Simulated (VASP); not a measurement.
# RuAu (Pm-3m) in VASP: a series of runs, part 2 of 2

VASP 6.6.1. The steps go on from the part before.

### Step 4. Relaxation of cell and atoms, PBEsol, target pressure 30 GPa, at which the enthalpy is minimised

Input file INCAR:

```
SYSTEM = RuAu
ALGO = Normal
EDIFF = 1E-7
EDIFFG = -0.01
ENCUT = 500
GGA = PS
GGA_COMPAT = .False.
IBRION = 2
ISIF = 3
ISMEAR = -1
LASPH = .True.
LCHARG = .False.
LREAL = .False.
LWAVE = .False.
NELM = 120
NELMIN = 4
NSW = 60
PREC = Accurate
PSTRESS = 300.0
SIGMA = 0.05
```

Input file KPOINTS:

```
k-points
0
Gamma
  8 8 8
  0 0 0
```

Input file POSCAR:

```
RuAu
1.0
    3.1648100000      0.0000000000      0.0000000000
    0.0000000000      3.1648100000      0.0000000000
    0.0000000000      0.0000000000      3.1648100000
Ru Au
1 1
Direct
    0.0000000000      0.0000000000      0.0000000000
    0.5000000000      0.5000000000      0.5000000000
```

Potentials or basis: VASP PAW PBE potentials, release 64 (Ru_pv, Au).

Command:

```bash
$ cat potpaw_PBE.64/Ru_pv/POTCAR potpaw_PBE.64/Au/POTCAR > POTCAR
$ mpirun -np 1 vasp_std > vasp.out
```

OUTCAR:

```text
SYSTEM = RuAu
   EDIFF = 1E-7
   EDIFFG = -0.01
   ENCUT = 500
   GGA = PS
   IBRION = 2
   ISIF = 3
   ISMEAR = -1
   LASPH = .True.
   LREAL = .False.
   NELM = 120
   NELMIN = 4
   NSW = 60
   PREC = Accurate
   PSTRESS = 300.0

 ion  position               nearest neighbor table
   1  0.000  0.000  0.000-   2 2.74   2 2.74   2 2.74   2 2.74   2 2.74   2 2.74   2 2.74   2 2.74

   2  0.500  0.500  0.500-   1 2.74   1 2.74   1 2.74   1 2.74   1 2.74   1 2.74   1 2.74   1 2.74

  LATTYP: Found a simple cubic cell.
 ALAT       =     3.1648100000

  Lattice vectors:

 A1 = (   3.1648100000,   0.0000000000,   0.0000000000)
 A2 = (   0.0000000000,   3.1648100000,   0.0000000000)
 A3 = (   0.0000000000,   0.0000000000,   3.1648100000)

Analysis of symmetry for initial positions (statically):
=====================================================================
 Subroutine PRICEL returns:
 Original cell was already a primitive cell.

 Routine SETGRP: Setting up the symmetry group for a
 simple cubic supercell.

 Subroutine GETGRP returns: Found 48 space group operations
 (whereof 48 operations were pure point group operations)
 out of a pool of 48 trial point group operations.

The static configuration has the point symmetry O_h .

Analysis of symmetry for dynamics (positions and initial velocities):
=====================================================================
 Subroutine PRICEL returns:
 Original cell was already a primitive cell.

 Routine SETGRP: Setting up the symmetry group for a
 simple cubic supercell.

 Subroutine GETGRP returns: Found 48 space group operations
 (whereof 48 operations were pure point group operations)
 out of a pool of 48 trial point group operations.

The dynamic configuration has the point symmetry O_h .

 Subroutine INISYM returns: Found 48 space group operations
 (whereof 48 operations are pure point group operations),
 and found     1 'primitive' translations

----------------------------------------------------------------------------------------

                                     Primitive cell

  volume of cell :      31.6988

  direct lattice vectors                    reciprocal lattice vectors
     3.164810000  0.000000000  0.000000000     0.315974735  0.000000000  0.000000000
     0.000000000  3.164810000  0.000000000     0.000000000  0.315974735  0.000000000
     0.000000000  0.000000000  3.164810000     0.000000000  0.000000000  0.315974735

  length of vectors
     3.164810000  3.164810000  3.164810000     0.315974735  0.315974735  0.315974735

  position of ions in fractional coordinates (direct lattice)
     0.000000000  0.000000000  0.000000000
     0.500000000  0.500000000  0.500000000

  ion indices of the primitive-cell ions
   primitive index   ion index
                 1           1
                 2           2

----------------------------------------------------------------------------------------

 KPOINTS: k-points
[... 49 lines left out ...]
 [... further k-points ...]
   k-points           NKPTS =     35   k-points in BZ     NKDIM =     35   number of bands    NBANDS=     16
   number of dos      NEDOS =    301   number of ions     NIONS =      2
   total plane-waves  NPLWV =  13824
   dimension x,y,z NGX =    24 NGY =   24 NGZ =   24
   dimension x,y,z NGXF=    48 NGYF=   48 NGZF=   48
   ions per type =               1   1
   NGX,Y,Z   is equivalent  to a cutoff of  12.61, 12.61, 12.61 a.u.
   NGXF,Y,Z  is equivalent  to a cutoff of  25.21, 25.21, 25.21 a.u.
 SYSTEM =  RuAu
   PREC   = accura    normal or accurate (medium, high low for compatibility)
   ISTART =      0    job   : 0-new  1-cont  2-samecut
   ICHARG =      2    charge: 1-file 2-atom 10-const
   ISPIN  =      1    spin polarized calculation?
   LNONCOLLINEAR =      F non collinear calculations
   LSORBIT =      F    spin-orbit coupling
   LASPH  =      T    aspherical Exc in radial PAW
   ENCUT  =  500.0 eV  36.75 Ry    6.06 a.u.   5.77  5.77  5.77*2*pi/ulx,y,z
   NELM   =    120;   NELMIN=  4; NELMDL= -5     # of ELM steps
   EDIFF  = 0.1E-06   stopping-criterion for ELM
   LREAL  =      F    real-space projection
   EDIFFG = -.1E-01   stopping-criterion for IOM
   NSW    =     60    number of steps for IOM
   IBRION =      2    ionic relax: 0-MD 1-quasi-New 2-CG
   NFREE  =      1    steps in history (QN), initial steepest desc. (CG)
   ISIF   =      3    stress and relaxation
   ISYM   =      2    0-nonsym 1-usesym 2-fastsym
   POTIM  = 0.5000    time-step for ionic-motion
   TEBEG  =    0.0;   TEEND  =   0.0 temperature during run
   PSTRESS=  300.0 pullay stress
   NELECT =      25.0000    total number of electrons
   NUPDOWN=      -1.0000    fix difference up-down
   EMIN   =  10.00;   EMAX   =-10.00  energy-range for DOS
   EFERMI =   0.00;   METHOD = LEGACY
   ISMEAR =    -1;   SIGMA  =   0.05  broadening in eV -4-tet -1-fermi 0-gaus
   EFERMI_NEDOS =   21; number of points for ismear=-14 and -15
   IALGO  =     38    algorithm
   IMIX   =      4    mixing-type and parameters
     AMIX     =   0.40;   BMIX     =  1.00
     AMIX_MAG =   1.60;   BMIX_MAG =  1.00
  volume/ion in A,a.u.               =      15.85       106.96
  Fermi-wavevector in a.u.,A,eV,Ry     =   1.512541  2.858288 31.127146  2.287781
  Thomas-Fermi vector in A             =   2.622452
   LORBIT       =      0    0 simple, 1 ext, 2 COOP (PROOUT), +10 PAW based schemes
   GGA     = PS    functional components
   LHFCALC =     F    Hartree Fock is set to
   AEXX    =    0.0000 exact exchange contribution
   IVDW    =     0    specifies the selected vdW correction
   LEPSILON=     F    determine dielectric tensor
   LRPA    =     F    only Hartree local field effects (RPA)
 conjugate gradient relaxation of ions
 non-spin polarized calculation
  energy-cutoff  :      500.00
  volume of cell :       31.70
 maximum number of plane-waves:       840
 NGX is ok and might be reduce to    24
   NGX = 11   NGY = 11   NGZ = 11

--------------------------------------- Ionic step        1  -------------------------------------------

 number of electron      24.9999992 magnetization

 Free energy of the ion-electron system (eV)
  ---------------------------------------------------
  ext. energy  EPLUGINS =         0.00000000
  ---------------------------------------------------
  free energy    TOTEN  =       -12.84425046 eV

  energy without entropy =      -12.81881108  energy(sigma->0) =      -12.83153077

------------------------ aborting loop because EDIFF is reached ----------------------------------------

  FORCE on cell =-STRESS in cart. coord.  units (eV):
  Direction    XX          YY          ZZ          XY          YZ          ZX
  --------------------------------------------------------------------------------------
  -------------------------------------------------------------------------------------
  Total       -1.7961908     -1.7961908     -1.7961908     -0.0000000      0.0000000      0.0000000
  in kB      -90.7862586    -90.7862586    -90.7862586     -0.0000000      0.0000000      0.0000000
  external PRESSURE =    -390.7862586 kB  Pullay stress =     300.0000000 kB
[... 97 lines left out ...]
  energy  without entropy=      -12.7417940658  energy(sigma->0) =      -12.75288094

  enthalpy is  TOTEN    =        -7.4548327692 eV   P V=        5.3091350519

[... ionic steps 4 to 13 ...]

--------------------------------------- Ionic step       14  -------------------------------------------

 number of electron      25.0000005 magnetization

------------------------ aborting loop because EDIFF is reached ----------------------------------------
[... 71 lines left out ...]
--------------------------------------- Ionic step       16  -------------------------------------------

 number of electron      25.0000005 magnetization

 Free energy of the ion-electron system (eV)
  ---------------------------------------------------
  ext. energy  EPLUGINS =         0.00000000
  ---------------------------------------------------
  free energy    TOTEN  =       -12.64678564 eV

  energy without entropy =      -12.62566099  energy(sigma->0) =      -12.63622331

 E-fermi :  12.7143     XC(G=0): -14.1737

 val. band max:       12.7038643681   @ k =   0.5000   0.1250   0.1250
 cond. band min:      12.7708636462   @ k =   0.5000   0.3750   0.0000
 fundamental gap:      0.0669992782
 Fermi energy:        12.7143311981

 k-point     1 :       0.0000    0.0000    0.0000
  band No.  band energies     occupation
      1     -29.9600      2.00000
      2     -29.9600      2.00000
      3     -29.9600      2.00000
      4       2.4614      2.00000
      5       4.8143      2.00000
      6       4.8143      2.00000
[... 433 lines left out ...]
      3     -29.9616      2.00000
      4       5.0934      2.00000
      5       5.1883      2.00000
      6       6.3683      2.00000
[... 8 lines left out ...]
     15      15.3839      0.00000
     16      20.2035      0.00000

 [... further k-points ...]
[... 5 lines left out ...]
  --------------------------------------------------------------------------------------
  -------------------------------------------------------------------------------------
  Total        5.1667858      5.1667858      5.1667858     -0.0000000     -0.0000000     -0.0000000
  in kB      299.9267863    299.9267863    299.9267863     -0.0000000     -0.0000000     -0.0000000
  external PRESSURE =      -0.0732137 kB  Pullay stress =     300.0000000 kB
[... 21 lines left out ...]
  energy  without entropy=      -12.6256609919  energy(sigma->0) =      -12.63622331

  enthalpy is  TOTEN    =        -7.4787385592 eV   P V=        5.1680470788

 reached required accuracy - stopping structural energy minimisation
```

OSZICAR:

```text
N       E                     dE             d eps       ncg     rms          rms(c)
DAV:   1     0.188852925852E+03    0.18885E+03   -0.14235E+04  1128   0.151E+03
DAV:   2    -0.113240342786E+02   -0.20018E+03   -0.19772E+03  1336   0.394E+02
DAV:   3    -0.140809311119E+02   -0.27569E+01   -0.27468E+01  1240   0.522E+01
[... 142 lines left out ...]
DAV:   3    -0.126467908986E+02    0.35526E-04   -0.27043E-04  1120   0.194E-01    0.391E-02
DAV:   4    -0.126467860634E+02    0.48352E-05   -0.30549E-05  1176   0.592E-02    0.161E-02
DAV:   5    -0.126467857732E+02    0.29020E-06   -0.13168E-06  1240   0.998E-03    0.223E-03
DAV:   6    -0.126467856132E+02    0.15999E-06   -0.13030E-07  1000   0.414E-03    0.525E-04
DAV:   7    -0.126467856381E+02   -0.24833E-07   -0.11342E-08   584   0.108E-03
  16 F= -.74787386E+01 E0= -.74681762E+01  d E =-.873734E-04
```

It took 52 s on 1 thread of Intel Xeon 6975P-C (Granite Rapids), shared host; peak memory 0.15 GiB.

Results:

```
Free energy                                                : -12.6468 eV
Relaxed volume                                             : 13.80 Å³/atom
Relaxed cell                                               : a = 3.022 Å, b = 3.022 Å, c = 3.022 Å, α = 90.00°, β = 90.00°, γ = 90.00°
Space group after relaxing (to 0.1 Å)                      : Pm-3m (No. 221)
Energy change on relaxing (the run minimises the enthalpy) : +98.7 meV/atom
Ionic steps                                                : 16
Pressure after relaxing                                    : 30.0 GPa
Band gap on the k mesh                                     : zero (an odd number of electrons rules out a gap without spin polarisation)
```

The path:
```tsv
step	energy change (eV)	largest force (eV/Å)	pressure (GPa)	volume (Å³)
1	0.0000	0.0000	-9.08	31.70
2	14.1263	0.0000	595.33	17.07
3	0.0803	0.0000	20.11	28.35
4	0.1324	0.0000	24.81	27.98
5	0.1992	0.0000	30.14	27.59
6	0.1847	0.0000	29.02	27.67
7	0.1859	0.0000	29.11	27.66
8	0.1894	0.0000	29.38	27.64
9	0.1894	0.0000	29.39	27.64
10	0.1896	0.0000	29.40	27.64
11	0.1900	0.0000	29.43	27.64
12	0.1908	0.0000	29.48	27.64
13	0.1924	0.0000	29.61	27.63
14	0.1956	0.0000	29.85	27.61
15	0.2020	0.0000	30.34	27.58
16	0.1975	0.0000	29.99	27.60
```

Final structure:
```
CELL_PARAMETERS angstrom
3.02208 0.00000 0.00000
0.00000 3.02208 0.00000
0.00000 0.00000 3.02208
ATOMIC_POSITIONS crystal
Ru 0.00000 0.00000 0.00000
Au 0.50000 0.50000 0.50000
```

Caveat: the cell is relaxed towards a set pressure, so the run minimises the enthalpy, not the energy; the PAW data sets were made with another functional, which shifts forces and pressure a little; spin-orbit coupling is left out, which moves the levels of the heavy elements.

### Step 5. Single point, HSE06

POSCAR is that of step 4.

Input file INCAR.step1:

```
SYSTEM = RuAu
PREC = Accurate
ENCUT = 400
EDIFF = 1E-5
ISMEAR = -1
SIGMA = 0.05
LREAL = .False.
LASPH = .True.
NELM = 120
ALGO = Normal
ISIF = 2
LWAVE = .True.
GGA = PE
NBANDS = 20
GGA_COMPAT = .False.
```

Input file INCAR.step2:

```
SYSTEM = RuAu
PREC = Accurate
ENCUT = 400
EDIFF = 1E-6
ISMEAR = -1
SIGMA = 0.05
LREAL = .False.
LASPH = .True.
NELM = 120
ALGO = Normal
ISIF = 2
LWAVE = .False.
LCHARG = .True.
GGA = PE
LHFCALC = .True.
HFSCREEN = 0.2079
PRECFOCK = Normal
LELF = .True.
LVHAR = .True.
ISTART = 1
NBANDS = 20
GGA_COMPAT = .False.
```

Input file KPOINTS:

```
regular mesh
0
Gamma
  5 5 5
  0 0 0
```

Command:

```bash
$ cat potpaw_PBE.64/Ru_pv/POTCAR potpaw_PBE.64/Au/POTCAR > POTCAR
$ cp INCAR.step1 INCAR
$ mpirun -np 1 vasp_std > vasp.out
$ cp INCAR.step2 INCAR
$ mpirun -np 1 vasp_std > vasp.out
```

Wall time 5.8 min (1 thread of Intel Xeon 6975P-C (Granite Rapids), shared host); peak memory 0.24 GiB.

The run converged. Its results:

- Free energy: -12.7492 eV
- Pressure: -9.3 GPa
- Band gap on the k mesh: zero (an odd number of electrons rules out a gap without spin polarisation)

Levels at points of the mesh, in eV from the Fermi level:
```
           k point  band 10  band 11  band 12  band 13  band 14  band 15
(0.00, 0.00, 0.00)    -1.71    -1.71     0.63     0.63     0.63     8.58
```

Caveat: the k points lie up to 0.40 Å⁻¹ apart, too coarse for converged energies and pressures of a metal; the PAW data sets were made with another functional, which shifts forces and pressure a little; spin-orbit coupling is left out, which moves the levels of the heavy elements.

### Step 6. Overview

| task | level | cell | k mesh | cutoff (eV) | grid for exact exchange (PRECFOCK) | share of exact exchange | screening parameter | gap on the mesh (eV) | pressure (GPa) |
| --- | --- | --- | --- | --- | --- | --- | --- | --- | --- |
| relaxation of cell and atoms | PBEsol | relaxed to 10 GPa | 8 × 8 × 8 | 500 | - | - | - | none | 10.0 |
| relaxation of cell and atoms | PBEsol | relaxed to 20 GPa | 8 × 8 × 8 | 500 | - | - | - | none | 20.0 |
| relaxation of cell and atoms | PBEsol | relaxed to 30 GPa | 8 × 8 × 8 | 500 | - | - | - | none | 30.0 |
| single point | HSE06 | as given | 5 × 5 × 5 | 400 | Normal | 0.25 | 0.2079 1/Å | none | -9.3 |

Alike in all rows: potentials or basis VASP PAW PBE potentials, release 64 (Ru_pv, Au); no spin polarisation; smearing fermi-dirac 0.05 eV.

Caveats: some runs use coarse meshes; the PAW data sets were made with another functional, which shifts forces and pressure a little; spin-orbit coupling is left out, which moves the levels of the heavy elements; the cell is relaxed towards a set pressure, so the run minimises the enthalpy, not the energy (at least some runs).

Absolute energies hang on the potentials; compare differences alone.

The gap in the log of VASP goes by the Fermi energy; the results here count the filled bands.